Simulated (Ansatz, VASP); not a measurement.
Two plane-wave programs on Cu

The input INCAR:

```
SYSTEM = Cu
ALGO     = Normal         ! electronic algorithm
EDIFF    = 1E-6           ! SCF threshold, eV
ENCUT    = 600            ! plane-wave cutoff, eV
GGA      = PE             ! functional
GGA_COMPAT= .False.      
ISIF     = 2              ! what is computed and relaxed
ISMEAR   = 0              ! smearing method
LASPH    = .True.         ! aspherical terms in the spheres
LCHARG   = .False.        ! write CHGCAR
LREAL    = .False.        ! projectors in reciprocal space
LWAVE    = .False.        ! write WAVECAR
NBANDS   = 12             ! bands
NELM     = 120            ! most SCF steps
PREC     = Accurate       ! precision mode
SIGMA    = 0.05           ! smearing width, eV
```

Contents of KPOINTS:

```
k-points
0
Gamma
  10 10 10
  0 0 0
```

The input POSCAR:

```
Cu
1.0
    0.0000000000      1.8154809670      1.8154809670
    1.8154809670      0.0000000000      1.8154809670
    1.8154809670      1.8154809670      0.0000000000
Cu
1
Direct
    0.0000000000      0.0000000000      0.0000000000
```

Input for Ansatz:

```yaml
crystal:
  lattice:
    - [0.0, 1.815480967, 1.815480967]
    - [1.815480967, 0.0, 1.815480967]
    - [1.815480967, 1.815480967, 0.0]
  atoms:
    - { symbol: Cu, position: [0.0, 0.0, 0.0] }
basis:
  ecutwfc: 420
  ecutrho_ratio: 4
kpoints:
  mp_grid: { grid: [10, 10, 10] }
hamiltonian:
  xc: pbe
scf:
  occupations: { method: gaussian, width: 0.05 }
output:
  forces: true
  stress: true
  eigenvalues: true
```

Alike in both runs: task single point; functional PBE; k mesh 10 × 10 × 10; occupations gaussian, width 0.05 eV; no spin polarisation.

```csv
,VASP,Ansatz
version,VASP 6.6.1,Ansatz 0.2.0
potentials or method,"VASP PAW PBE potentials, release 64 (Cu), cutoff 600 eV","scalar-relativistic, plane waves, PAW"
valence electrons in the cell,11,19
```

```csv
,VASP,Ansatz,Ansatz less VASP
gap on the k mesh at the Fermi level (eV),none,none,-
pressure (GPa),0.8,0.1,-0.67
```

A gap of «none» marks a metal or a gap that the smearing closes. VASP's potentials hold 11 valence electrons a cell and Ansatz's 19, so a difference there can come from the potentials and not from the codes.
